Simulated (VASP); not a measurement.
# Fe (Im-3m) in VASP: notebook

Runs on Fe. Level: PBEsol+U. Tasks: single point.

Program: VASP 6.6.1. These are calculated values, not measurements. Logs are shortened: lines on timing, memory, paths and dates and some standing lists are left out, and cuts for length are marked.

### Step 1. The cell of the first run

The structure is cubic, space group Im-3m (No. 229). The conventional cell has a = 2.891 Å, b = 2.891 Å, c = 2.891 Å, α = 90.00°, β = 90.00°, γ = 90.00°. Fe (site symmetry m-3m) has 14 Fe at 2.50 to 2.89 Å within 3.3 Å.

### Step 2. Single point, PBEsol+U, collinear spin, ferromagnetic start

INCAR reads:

```
  PREC = Accurate
  ENCUT = 690
  EDIFF = 1E-6
  ISMEAR = -1
  SIGMA = 0.1
  LREAL = F
  LASPH = T
  NELM = 200
  ALGO = Normal
  ISIF = 2
  LWAVE = F
  LCHARG = T
  ISPIN = 2
  MAGMOM = 4
  LORBIT = 11
  LMAXMIX = 4
  LDAU = T
  LDAUTYPE = 2
  LDAUL = 2
  LDAUU = 5.3
  LDAUJ = 0
  LDAUPRINT = 1
  GGA = PS
  LELF = T
  LVHAR = T
  NBANDS = 18
  GGA_COMPAT = F
```

KPOINTS reads:

```
Automatic mesh
0
Gamma
  12 12 12
```

POSCAR reads:

```
Fe
1.0
   -1.4455000000      1.4455000000      1.4455000000
    1.4455000000     -1.4455000000      1.4455000000
    1.4455000000      1.4455000000     -1.4455000000
Fe
1
Direct
    0.0000000000      0.0000000000      0.0000000000
```

Potentials or basis: VASP PAW PBE potentials, release 64 (Fe_sv).

Run with:

```sh
> cat potpaw_PBE.64/Fe_sv/POTCAR > POTCAR
> mpirun -np 1 vasp_std > vasp.out
```

OUTCAR:

```text
PREC = Accurate
   ENCUT = 690
   EDIFF = 1E-6
   ISMEAR = -1
   LREAL = F
   LASPH = T
   NELM = 200
   ISIF = 2
   ISPIN = 2
   LORBIT = 11
   GGA = PS

 ion  position               nearest neighbor table
   1  0.000  0.000  0.000-

  LATTYP: Found a body centered cubic cell.
 ALAT       =     2.8910000000

  Lattice vectors:

 A1 = (  -1.4455000000,   1.4455000000,   1.4455000000)
 A2 = (   1.4455000000,  -1.4455000000,   1.4455000000)
 A3 = (   1.4455000000,   1.4455000000,  -1.4455000000)

Analysis of symmetry for initial positions (statically):
=====================================================================
 Subroutine PRICEL returns:
 Original cell was already a primitive cell.

 Routine SETGRP: Setting up the symmetry group for a
 body centered cubic supercell.

 Subroutine GETGRP returns: Found 48 space group operations
 (whereof 48 operations were pure point group operations)
 out of a pool of 48 trial point group operations.

The static configuration has the point symmetry O_h .

Analysis of symmetry for dynamics (positions and initial velocities):
=====================================================================
 Subroutine PRICEL returns:
 Original cell was already a primitive cell.

 Routine SETGRP: Setting up the symmetry group for a
 body centered cubic supercell.

 Subroutine GETGRP returns: Found 48 space group operations
 (whereof 48 operations were pure point group operations)
 out of a pool of 48 trial point group operations.

The dynamic configuration has the point symmetry O_h .

Analysis of structural, dynamic, and magnetic symmetry:
=====================================================================
 Subroutine PRICEL returns:
 Original cell was already a primitive cell.

 Routine SETGRP: Setting up the symmetry group for a
 body centered cubic supercell.

 Subroutine GETGRP returns: Found 48 space group operations
 (whereof 48 operations were pure point group operations)
 out of a pool of 48 trial point group operations.

The overall configuration has the point symmetry O_h .

 Subroutine INISYM returns: Found 48 space group operations
 (whereof 48 operations are pure point group operations),
 and found     1 'primitive' translations

----------------------------------------------------------------------------------------

                                     Primitive cell

  volume of cell :      12.0813

  direct lattice vectors                    reciprocal lattice vectors
    -1.445500000  1.445500000  1.445500000     0.000000000  0.345901072  0.345901072
     1.445500000 -1.445500000  1.445500000     0.345901072  0.000000000  0.345901072
     1.445500000  1.445500000 -1.445500000     0.345901072  0.345901072  0.000000000

  length of vectors
     2.503679442  2.503679442  2.503679442     0.489177988  0.489177988  0.489177988

  position of ions in fractional coordinates (direct lattice)
     0.000000000  0.000000000  0.000000000

  ion indices of the primitive-cell ions
   primitive index   ion index
                 1           1

----------------------------------------------------------------------------------------

 KPOINTS: Automatic mesh

Automatic generation of k-mesh.
 Grid dimensions read from file:
 generate k-points for:   12   12   12

 Generating k-lattice:

  Cartesian coordinates                     Fractional coordinates (reciprocal lattice)
     0.000000000  0.028825089  0.028825089     0.083333333  0.000000000  0.000000000
     0.028825089  0.000000000  0.028825089     0.000000000  0.083333333  0.000000000
     0.028825089  0.028825089  0.000000000     0.000000000  0.000000000  0.083333333

  Length of vectors
[... 49 lines left out ...]
   ISPIN  =      2    spin polarized calculation?
   LNONCOLLINEAR =      F non collinear calculations
   LSORBIT =      F    spin-orbit coupling
   LASPH  =      T    aspherical Exc in radial PAW
   ENCUT  =  690.0 eV  50.71 Ry    7.12 a.u.   5.36  5.36  5.36*2*pi/ulx,y,z
   NELM   =    200;   NELMIN=  2; NELMDL= -5     # of ELM steps
   EDIFF  = 0.1E-05   stopping-criterion for ELM
   LREAL  =      F    real-space projection
   EDIFFG = 0.1E-04   stopping-criterion for IOM
   NSW    =      0    number of steps for IOM
   IBRION =     -1    ionic relax: 0-MD 1-quasi-New 2-CG
   NFREE  =      0    steps in history (QN), initial steepest desc. (CG)
   ISIF   =      2    stress and relaxation
   ISYM   =      2    0-nonsym 1-usesym 2-fastsym
   POTIM  = 0.5000    time-step for ionic-motion
   TEBEG  =    0.0;   TEEND  =   0.0 temperature during run
   PSTRESS=    0.0 pullay stress
   NELECT =      16.0000    total number of electrons
   NUPDOWN=      -1.0000    fix difference up-down
   EMIN   =  10.00;   EMAX   =-10.00  energy-range for DOS
   EFERMI =   0.00;   METHOD = LEGACY
   ISMEAR =    -1;   SIGMA  =   0.10  broadening in eV -4-tet -1-fermi 0-gaus
   EFERMI_NEDOS =   21; number of points for ismear=-14 and -15
   IALGO  =     38    algorithm
   IMIX   =      4    mixing-type and parameters
     AMIX     =   0.40;   BMIX     =  1.00
     AMIX_MAG =   1.60;   BMIX_MAG =  1.00
  volume/ion in A,a.u.               =      12.08        81.53
  Fermi-wavevector in a.u.,A,eV,Ry     =   1.797808  3.397365 43.975594  3.232115
  Thomas-Fermi vector in A             =   2.859075
   LORBIT       =     11    0 simple, 1 ext, 2 COOP (PROOUT), +10 PAW based schemes
 LDA+U is selected, type is set to LDAUTYPE =  2
   angular momentum for each species LDAUL =     2
   U (eV)           for each species LDAUU =   5.3
   J (eV)           for each species LDAUJ =   0.0
   GGA     = PS    functional components
   LHFCALC =     F    Hartree Fock is set to
   AEXX    =    0.0000 exact exchange contribution
   IVDW    =     0    specifies the selected vdW correction
   LEPSILON=     F    determine dielectric tensor
   LRPA    =     F    only Hartree local field effects (RPA)
 spin polarized calculation
  energy-cutoff  :      690.00
  volume of cell :       12.08
 maximum number of plane-waves:       531
 NGX is ok and might be reduce to    24
   NGX = 11   NGY = 11   NGZ = 11

atom =   1  type =  1  l = 2

 onsite density matrix

spin component  1

  0.8691 -0.0000 -0.0000  0.0000 -0.0000
 -0.0000  0.8691  0.0000  0.0000  0.0000
 -0.0000  0.0000  0.8817  0.0000 -0.0000
  0.0000  0.0000  0.0000  0.8691  0.0000
 -0.0000  0.0000 -0.0000  0.0000  0.8817

spin component  2

  0.2725  0.0000  0.0000 -0.0000 -0.0000
  0.0000  0.2725  0.0000 -0.0000 -0.0000
  0.0000  0.0000  0.1577 -0.0000  0.0000
 -0.0000 -0.0000 -0.0000  0.2725 -0.0000
 -0.0000 -0.0000  0.0000 -0.0000  0.1577

 occupancies and eigenvectors

  o =  0.1577  v =  0.0000  0.0000  0.0000  0.0000  0.0000  0.0000 -0.0000 -0.1382  0.0000  0.9904      0.0000  0.0000  0.0000  0.0000  0.0000  0.0000  0.0000  0.0000  0.0000  0.0000
  o =  0.1577  v =  0.0000  0.0000  0.0000  0.0000  0.0000 -0.0000 -0.0000  0.9904  0.0000  0.1382      0.0000  0.0000  0.0000  0.0000  0.0000  0.0000  0.0000  0.0000  0.0000  0.0000
  o =  0.2725  v =  0.0000  0.0000  0.0000  0.0000  0.0000  0.0700 -0.0070 -0.0000  0.9975 -0.0000      0.0000  0.0000  0.0000  0.0000  0.0000  0.0000  0.0000  0.0000  0.0000  0.0000
  o =  0.2725  v =  0.0000  0.0000  0.0000  0.0000  0.0000  0.9932  0.0938  0.0000 -0.0691 -0.0000      0.0000  0.0000  0.0000  0.0000  0.0000  0.0000  0.0000  0.0000  0.0000  0.0000
  o =  0.2725  v =  0.0000  0.0000  0.0000  0.0000  0.0000 -0.0931  0.9956  0.0000  0.0135  0.0000      0.0000  0.0000  0.0000  0.0000  0.0000  0.0000  0.0000  0.0000  0.0000  0.0000
  o =  0.8691  v =  0.0000 -0.9922 -0.0000 -0.1243  0.0000  0.0000  0.0000  0.0000  0.0000  0.0000      0.0000  0.0000  0.0000  0.0000  0.0000  0.0000  0.0000  0.0000  0.0000  0.0000
  o =  0.8691  v =  1.0000  0.0000  0.0000  0.0000  0.0000  0.0000  0.0000  0.0000  0.0000  0.0000      0.0000  0.0000  0.0000  0.0000  0.0000  0.0000  0.0000  0.0000  0.0000  0.0000
  o =  0.8691  v =  0.0000  0.1243 -0.0000 -0.9922  0.0000  0.0000  0.0000  0.0000  0.0000  0.0000      0.0000  0.0000  0.0000  0.0000  0.0000  0.0000  0.0000  0.0000  0.0000  0.0000
  o =  0.8817  v =  0.0000  0.0000  0.0257  0.0000  0.9997  0.0000  0.0000  0.0000  0.0000  0.0000      0.0000  0.0000  0.0000  0.0000  0.0000  0.0000  0.0000  0.0000  0.0000  0.0000
  o =  0.8817  v =  0.0000 -0.0000  0.9997 -0.0000 -0.0257  0.0000  0.0000  0.0000  0.0000  0.0000      0.0000  0.0000  0.0000  0.0000  0.0000  0.0000  0.0000  0.0000  0.0000  0.0000

 number of electron      15.9999990 magnetization       3.0202605

 Free energy of the ion-electron system (eV)
  ---------------------------------------------------
  ext. energy  EPLUGINS =         0.00000000
  ---------------------------------------------------
  free energy    TOTEN  =        -4.67569275 eV

  energy without entropy =       -4.64347630  energy(sigma->0) =       -4.65958453

 E-fermi :  11.7808     XC(G=0): -13.4990

 val. band max:       11.7532234448   @ k =   0.5000   0.5000   0.1667
 cond. band min:      11.7959065659   @ k =  -0.3333   0.4167   0.1667
 fundamental gap:      0.0426831211
 Fermi energy:        11.7807632811

 spin component 1

 k-point     1 :       0.0000    0.0000    0.0000
  band No.  band energies     occupation
      1     -77.1653      1.00000
      2     -43.1259      1.00000
      3     -43.1259      1.00000
      4     -43.1259      1.00000
      5       2.8744      1.00000
      6       6.6459      1.00000
[... 1001 lines left out ...]
     17      48.5187      0.00000
     18      50.8492      0.00000

 [... further k-points ...]

------------------------ aborting loop because EDIFF is reached ----------------------------------------

  FORCE on cell =-STRESS in cart. coord.  units (eV):
  Direction    XX          YY          ZZ          XY          YZ          ZX
  --------------------------------------------------------------------------------------
  -------------------------------------------------------------------------------------
  Total        0.6386862      0.6386862      0.6386862      0.0000000      0.0000000      0.0000000
  in kB       84.7000843     84.7000843     84.7000843      0.0000000      0.0000000      0.0000000
  external PRESSURE =      84.7000843 kB  Pullay stress =       0.0000000 kB

 VOLUME and BASIS-vectors are now :
 -----------------------------------------------------------------------------
  energy-cutoff  :      690.00
  volume of cell :       12.08
      direct lattice vectors                 reciprocal lattice vectors
    -1.445500000  1.445500000  1.445500000     0.000000000  0.345901072  0.345901072
     1.445500000 -1.445500000  1.445500000     0.345901072  0.000000000  0.345901072
     1.445500000  1.445500000 -1.445500000     0.345901072  0.345901072  0.000000000

 POSITION                                       TOTAL-FORCE (eV/Angst)
 -----------------------------------------------------------------------------------
      0.00000      0.00000      0.00000         0.000000     -0.000000     -0.000000
 -----------------------------------------------------------------------------------
    total drift:                                0.000000      0.000000      0.000000

  FREE ENERGIE OF THE ION-ELECTRON SYSTEM (eV)
  ---------------------------------------------------
  free  energy   TOTEN  =        -4.6756927500 eV

  energy  without entropy=       -4.6434763044  energy(sigma->0) =       -4.65958453

 total charge

# of ion       s       p       d       tot
------------------------------------------
    1        2.189   6.040   5.477  13.706

 magnetization (x)

# of ion       s       p       d       tot
------------------------------------------
    1       -0.004  -0.020   3.229   3.205
```

Wall time 20 s (1 thread of Intel Xeon 6975P-C (Granite Rapids), shared host); peak memory 0.16 GiB.

Results:

| Item | Value |
| --- | --- |
| Free energy | -4.6757 eV |
| Pressure | 8.5 GPa |
| Net moment | 3.02 μB per cell |
| Site moments | Fe +3.21 μB |
| Valence electrons inside the program's atomic spheres | Fe 13.71 |

Eigenvalues of the final occupation matrices:
```tsv
site	spin	trace	eigenvalues
site 1 d	1	4.37	0.87 0.87 0.87 0.88 0.88
site 1 d	2	1.13	0.16 0.16 0.27 0.27 0.27
```

Caveat: the cell stands under pressure; the PAW data sets were made with another functional, which shifts forces and pressure a little; the U is typed as a test and isn't derived for this compound.

### Step 3. Single point, PBEsol+U, collinear spin, ferromagnetic start

INCAR reads:

```
PREC = Accurate
ENCUT = 690
EDIFF = 1E-6
ISMEAR = -1
SIGMA = 0.1
LREAL = False
LASPH = True
NELM = 200
ALGO = Normal
ISIF = 2
LWAVE = False
LCHARG = True
ISPIN = 2
MAGMOM = 1.85
LORBIT = 11
NUPDOWN = 1.85
LMAXMIX = 4
LDAU = True
LDAUTYPE = 2
LDAUL = 2
LDAUU = 5.3
LDAUJ = 0
LDAUPRINT = 1
GGA = PS
LELF = True
LVHAR = True
NBANDS = 18
GGA_COMPAT = False
```

KPOINTS is that of step 2.

POSCAR is that of step 2.

Potentials or basis: VASP PAW PBE potentials, release 64 (Fe_sv).

Run with:

```sh
> cat potpaw_PBE.64/Fe_sv/POTCAR > POTCAR
> mpirun -np 1 vasp_std > vasp.out
```

Wall time 35 s (1 thread of Intel Xeon Platinum 8259CL at 2.50GHz (Skylake/Cascade Lake), shared host); peak memory 0.17 GiB.

Results (log left out):

| Property | Result |
| --- | --- |
| Free energy | -3.7903 eV |
| Pressure | -17.4 GPa |
| Net moment | 1.85 μB per cell |
| Site moments | Fe +2.11 μB |
| Valence electrons inside the program's atomic spheres | Fe 13.75 |

Eigenvalues of the final occupation matrices:
```tsv
site	spin	trace	eigenvalues
site 1 d	1	3.87	0.71 0.71 0.71 0.86 0.86
site 1 d	2	1.71	0.12 0.12 0.49 0.49 0.49
```

Caveat: the cell stands under tension; the PAW data sets were made with another functional, which shifts forces and pressure a little; the total moment is fixed, so each spin has its own Fermi level and the state may be an excited one; the U is typed as a test and isn't derived for this compound.

### Step 4. Single point, PBEsol+U, collinear spin, ferromagnetic start

Edit INCAR of step 3 so:

```diff
@@ -11,7 +11,6 @@
 LWAVE = False
-LCHARG = True
+LCHARG = False
 ISPIN = 2
-MAGMOM = 1.85
+MAGMOM = 0.4
 LORBIT = 11
-NUPDOWN = 1.85
 LMAXMIX = 4
@@ -24,4 +23,2 @@
 GGA = PS
-LELF = True
-LVHAR = True
 NBANDS = 18
```

KPOINTS is that of step 3.

POSCAR is that of step 3.

Run with:

```sh
> cat potpaw_PBE.64/Fe_sv/POTCAR > POTCAR
> mpirun -np 1 vasp_std > vasp.out
```

It took 2.4 min on 1 thread of AMD EPYC, shared host; peak memory 0.13 GiB.

Results (log left out):

| Property | Result |
| --- | --- |
| Free energy | -4.6757 eV |
| Pressure | 8.5 GPa |
| Net moment | 3.02 μB per cell |
| Site moments | Fe +3.21 μB |
| Valence electrons inside the program's atomic spheres | Fe 13.71 |

Levels at points of the mesh, in eV from the Fermi level:
Spin up:
| k point | band 5 | band 6 | band 7 | band 8 | band 9 | band 10 | band 11 | band 12 | band 13 | band 14 |
| --- | --- | --- | --- | --- | --- | --- | --- | --- | --- | --- |
| (0.00, 0.00, 0.00) | -8.91 | -5.13 | -5.13 | -5.13 | -4.03 | -4.03 | 23.20 | 23.20 | 23.20 | 27.75 |
| (0.50, 0.00, 0.00) | -6.93 | -5.99 | -3.99 | -3.90 | -2.86 | -0.29 | 5.14 | 16.87 | 18.21 | 20.81 |
| (0.50, 0.50, 0.50) | -7.00 | -7.00 | -3.09 | -3.09 | -3.09 | 8.58 | 8.58 | 8.58 | 13.36 | 13.36 |
Spin down:
```tsv
k point	band 3	band 4	band 5	band 6	band 7	band 8	band 9	band 10	band 11	band 12
(0.00, 0.00, 0.00)	-51.18	-51.18	-8.86	0.63	0.63	0.63	3.02	3.02	22.74	22.74
(0.50, 0.00, 0.00)	-51.30	-51.18	-3.27	-0.74	-0.35	2.78	3.33	3.68	8.46	16.68
(0.50, 0.50, 0.50)	-51.45	-51.45	-2.11	-2.11	3.37	3.37	3.37	8.81	8.81	8.81
```

Eigenvalues of the final occupation matrices:
| site | spin | trace | eigenvalues |
| --- | --- | --- | --- |
| site 1 d | 1 | 4.37 | 0.87 0.87 0.87 0.88 0.88 |
| site 1 d | 2 | 1.13 | 0.16 0.16 0.27 0.27 0.27 |

Caveat: the cell stands under pressure; the PAW data sets were made with another functional, which shifts forces and pressure a little; the U is typed as a test and isn't derived for this compound. The state reached can hang on the start; a lower one may exist.

### Step 5. Single point, PBEsol+U, collinear spin, ferromagnetic start

INCAR reads:

```
  PREC = Accurate
  ENCUT = 690
  EDIFF = 1E-6
  ISMEAR = -1
  SIGMA = 0.1
  LREAL = F
  LASPH = T
  NELM = 200
  ALGO = Normal
  ISIF = 2
  LWAVE = F
  LCHARG = F
  ISPIN = 2
  MAGMOM = 3.69
  LORBIT = 11
  NUPDOWN = 3.69
  LMAXMIX = 4
  LDAU = T
  LDAUTYPE = 2
  LDAUL = 2
  LDAUU = 5.3
  LDAUJ = 0
  LDAUPRINT = 1
  GGA = PS
  NBANDS = 18
  GGA_COMPAT = F
```

KPOINTS is that of step 4.

POSCAR is that of step 4.

Run with:

```sh
> cat potpaw_PBE.64/Fe_sv/POTCAR > POTCAR
> mpirun -np 1 vasp_std > vasp.out
```

It took 28 s on 1 thread of AMD EPYC 9R45 (Zen 5), shared host; peak memory 0.14 GiB.

It converged, with:

| Item | Value |
| --- | --- |
| Free energy | -4.2611 eV |
| Pressure | 31.1 GPa |
| Net moment | 3.69 μB per cell |
| Site moments | Fe +3.58 μB |
| Valence electrons inside the program's atomic spheres | Fe 13.63 |

Eigenvalues of the final occupation matrices:
```
    site  spin  trace               eigenvalues
site 1 d     1   4.47  0.89 0.89 0.89 0.90 0.90
site 1 d     2   0.91  0.17 0.17 0.19 0.19 0.19
```

Caveat: the cell stands under pressure; the PAW data sets were made with another functional, which shifts forces and pressure a little; the total moment is fixed, so each spin has its own Fermi level and the state may be an excited one; the U is typed as a test and isn't derived for this compound. The state reached can hang on the start; a lower one may exist.

### Step 6. Summary

```tsv
fixed moment (μB)	pressure (GPa)	moment (μB)
-	8.5	3.02
1.85	-17.4	1.85
3.69	31.1	3.69
```

Alike in all rows: task single point; level PBEsol+U; potentials or basis VASP PAW PBE potentials, release 64 (Fe_sv); spin collinear, ferromagnetic start; Fe d U = 5.3 eV; cell as given; k mesh 12 × 12 × 12; cutoff (eV) 690; smearing fermi-dirac 0.1 eV.

Caveats: the PAW data sets were made with another functional, which shifts forces and pressure a little; the U is typed as a test and isn't derived for this compound; the cell stands under pressure (at least some runs); the total moment is fixed, so each spin has its own Fermi level and the state may be an excited one (at least some runs); the cell stands under tension (at least some runs).

Absolute energies hang on the potentials; compare differences alone.
